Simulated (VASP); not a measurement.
# I (Fmmm) in VASP: a series of runs

I is run at these levels: PBEsol, RPBE, LDA; tasks: single point, relaxation of cell and atoms.

Program: VASP 6.6.1. These are calculated values, not measurements. Logs are shortened: lines on timing, memory, paths and dates and some standing lists are left out, and cuts for length are marked.

**1. The cell of the first run**

The structure is orthorhombic, space group Fmmm (No. 69). Conventional cell: a = 4.358 Å, b = 4.613 Å, c = 7.450 Å, α = 90.00°, β = 90.00°, γ = 90.00°. I (site symmetry mmm) has 4 I at 3.17 Å within 4.2 Å.

**2. Single point, PBEsol**

File INCAR:

```
SYSTEM = I
  PREC = Accurate
  ENCUT = 520
  EDIFF = 1E-6
  ISMEAR = -1
  SIGMA = 0.05
  LREAL = .FALSE.
  LASPH = .TRUE.
  NELM = 60
  ALGO = Normal
  ISIF = 2
  LWAVE = .FALSE.
  LCHARG = .TRUE.
  GGA = PS
  LELF = .TRUE.
  LVHAR = .TRUE.
  NBANDS = 10
```

File KPOINTS:

```
regular mesh
0
G
  9 9 9
  0 0 0
```

File POSCAR:

```
I
1.0
    0.0000000000      2.3063604411      3.7251073773
    2.1789510438      0.0000000000      3.7251073773
    2.1789510438      2.3063604411      0.0000000000
I
1
Direct
    0.0000000000      0.0000000000      0.0000000000
```

Potentials or basis: VASP PAW PBE potentials, release 64 (I).

Run with:

```bash
> cat potpaw_PBE.64/I/POTCAR > POTCAR
> mpirun -np 1 vasp_std > vasp.out
```

OUTCAR:

```text
SYSTEM = I
   PREC = Accurate
   ENCUT = 520
   EDIFF = 1E-6
   ISMEAR = -1
   LREAL = .FALSE.
   LASPH = .TRUE.
   NELM = 60
   ISIF = 2
   GGA = PS

 ion  position               nearest neighbor table
   1  0.000  0.000  0.000-

  LATTYP: Found a face centered orthorhombic cell.
 ALAT       =     4.3579020876
 B/A-ratio  =     1.0584728132
 C/A-ratio  =     1.7095874586

  Lattice vectors:

 A1 = (   0.0000000000,   2.3063604411,   3.7251073773)
 A2 = (   2.1789510438,   0.0000000000,   3.7251073773)
 A3 = (   2.1789510438,   2.3063604411,   0.0000000000)

Analysis of symmetry for initial positions (statically):
=====================================================================
 Subroutine PRICEL returns:
 Original cell was already a primitive cell.

 Routine SETGRP: Setting up the symmetry group for a
 face centered orthorhombic supercell.

 Subroutine GETGRP returns: Found  8 space group operations
 (whereof  8 operations were pure point group operations)
 out of a pool of  8 trial point group operations.

The static configuration has the point symmetry D_2h.

Analysis of symmetry for dynamics (positions and initial velocities):
=====================================================================
 Subroutine PRICEL returns:
 Original cell was already a primitive cell.

 Routine SETGRP: Setting up the symmetry group for a
 face centered orthorhombic supercell.

 Subroutine GETGRP returns: Found  8 space group operations
 (whereof  8 operations were pure point group operations)
 out of a pool of  8 trial point group operations.

The dynamic configuration has the point symmetry D_2h.

 Subroutine INISYM returns: Found  8 space group operations
 (whereof  8 operations are pure point group operations),
 and found     1 'primitive' translations

----------------------------------------------------------------------------------------

                                     Primitive cell

  volume of cell :      37.4407

  direct lattice vectors                    reciprocal lattice vectors
     0.000000000  2.306360441  3.725107377    -0.229468212  0.216791786  0.134224319
     2.178951044  0.000000000  3.725107377     0.229468212 -0.216791786  0.134224319
[... 77 lines left out ...]
   ISPIN  =      1    spin polarized calculation?
   LNONCOLLINEAR =      F non collinear calculations
   LSORBIT =      F    spin-orbit coupling
   LASPH  =      T    aspherical Exc in radial PAW
   ENCUT  =  520.0 eV  38.22 Ry    6.18 a.u.   8.15  8.02  5.90*2*pi/ulx,y,z
   NELM   =     60;   NELMIN=  2; NELMDL= -5     # of ELM steps
   EDIFF  = 0.1E-05   stopping-criterion for ELM
   LREAL  =      F    real-space projection
   EDIFFG = 0.1E-04   stopping-criterion for IOM
   NSW    =      0    number of steps for IOM
   IBRION =     -1    ionic relax: 0-MD 1-quasi-New 2-CG
   NFREE  =      0    steps in history (QN), initial steepest desc. (CG)
   ISIF   =      2    stress and relaxation
   ISYM   =      2    0-nonsym 1-usesym 2-fastsym
   POTIM  = 0.5000    time-step for ionic-motion
   TEBEG  =    0.0;   TEEND  =   0.0 temperature during run
   PSTRESS=    0.0 pullay stress
   NELECT =       7.0000    total number of electrons
   NUPDOWN=      -1.0000    fix difference up-down
   EMIN   =  10.00;   EMAX   =-10.00  energy-range for DOS
   EFERMI =   0.00;   METHOD = LEGACY
   ISMEAR =    -1;   SIGMA  =   0.05  broadening in eV -4-tet -1-fermi 0-gaus
   EFERMI_NEDOS =   21; number of points for ismear=-14 and -15
   IALGO  =     38    algorithm
   IMIX   =      4    mixing-type and parameters
     AMIX     =   0.40;   BMIX     =  1.00
     AMIX_MAG =   1.60;   BMIX_MAG =  1.00
  volume/ion in A,a.u.               =      37.44       252.66
  Fermi-wavevector in a.u.,A,eV,Ry     =   0.936109  1.768989 11.922783  0.876300
  Thomas-Fermi vector in A             =   2.063085
   LORBIT       =      0    0 simple, 1 ext, 2 COOP (PROOUT), +10 PAW based schemes
   GGA     = PS    functional components
   LHFCALC =     F    Hartree Fock is set to
   AEXX    =    0.0000 exact exchange contribution
   IVDW    =     0    specifies the selected vdW correction
   LEPSILON=     F    determine dielectric tensor
   LRPA    =     F    only Hartree local field effects (RPA)
 non-spin polarized calculation
  energy-cutoff  :      520.00
  volume of cell :       37.44
 maximum number of plane-waves:      1028
 NGX is ok and might be reduce to    36
   NGX = 17   NGY = 17   NGZ = 11

 number of electron       7.0000000 magnetization

 Free energy of the ion-electron system (eV)
  ---------------------------------------------------
  ext. energy  EPLUGINS =         0.00000000
  ---------------------------------------------------
  free energy    TOTEN  =        -1.66778722 eV

  energy without entropy =       -1.66315314  energy(sigma->0) =       -1.66547018

 E-fermi :   4.2606     XC(G=0):  -8.8209

 val. band max:        4.1993811143   @ k =   0.0000   0.1111   0.1111
 cond. band min:       4.2623104183   @ k =   0.3333   0.2222   0.1111
 fundamental gap:      0.0629293040
 Fermi energy:         4.2605674124

 k-point     1 :       0.0000    0.0000    0.0000
  band No.  band energies     occupation
      1     -10.0153      2.00000
      2       2.3861      2.00000
      3       5.1688      0.00000
      4       5.3795      0.00000
      5       8.7161      0.00000
      6      11.6826      0.00000
      7      12.5704      0.00000
      8      16.2732      0.00000
      9      16.4664      0.00000
     10      16.5112      0.00000
[... 287 lines left out ...]
 k-point    24 :       0.4444    0.4444    0.0000
  band No.  band energies     occupation
      1      -9.6613      2.00000
      2      -0.2703      2.00000
      3       4.8544      0.00001
      4       5.0857      0.00000
      5      11.0095      0.00000
      6      11.3888      0.00000
      7      15.3530      0.00000
      8      19.6093      0.00000
      9      19.7314      0.00000
     10      20.1478      0.00000

 [... further k-points ...]
[... 5 lines left out ...]
  --------------------------------------------------------------------------------------
  -------------------------------------------------------------------------------------
  Total       -0.0060732     -0.0086840      0.0007278      0.0000000      0.0000000      0.0000000
  in kB       -0.2598889     -0.3716078      0.0311446      0.0000000      0.0000000      0.0000000
  external PRESSURE =      -0.2001173 kB  Pullay stress =       0.0000000 kB

 VOLUME and BASIS-vectors are now :
 -----------------------------------------------------------------------------
  energy-cutoff  :      520.00
  volume of cell :       37.44
      direct lattice vectors                 reciprocal lattice vectors
     0.000000000  2.306360441  3.725107377    -0.229468212  0.216791786  0.134224319
     2.178951044  0.000000000  3.725107377     0.229468212 -0.216791786  0.134224319
     2.178951044  2.306360441  0.000000000     0.229468212  0.216791786 -0.134224319

 POSITION                                       TOTAL-FORCE (eV/Angst)
 -----------------------------------------------------------------------------------
      0.00000      0.00000      0.00000         0.000000      0.000000      0.000000
 -----------------------------------------------------------------------------------
    total drift:                                0.000000      0.000000      0.000000

  FREE ENERGIE OF THE ION-ELECTRON SYSTEM (eV)
  ---------------------------------------------------
  free  energy   TOTEN  =        -1.6677872225 eV

  energy  without entropy=       -1.6631531435  energy(sigma->0) =       -1.66547018
```

It used 54 s of CPU time on 1 thread of AMD EPYC 7R13 Processor (Zen 3), with other jobs on the host.

Results:

```yaml
Free_energy: -1.6678 eV
Pressure: 0.0 GPa
```

Levels at points of the mesh, in eV from the Fermi level:
| k point | band 1 | band 2 | band 3 | band 4 | band 5 | band 6 | band 7 | band 8 | band 9 |
| --- | --- | --- | --- | --- | --- | --- | --- | --- | --- |
| (0.00, 0.00, 0.00) | -14.28 | -1.87 | 0.91 | 1.12 | 4.46 | 7.42 | 8.31 | 12.01 | 12.21 |

Caveat: the PAW data sets were made with another functional, which shifts forces and pressure a little; spin-orbit coupling is left out, which moves the levels of the heavy elements; an odd number of electrons without spin polarisation forces a metal; a magnetic or distorted state may lie lower.

(Continued in part 2 of 2.)
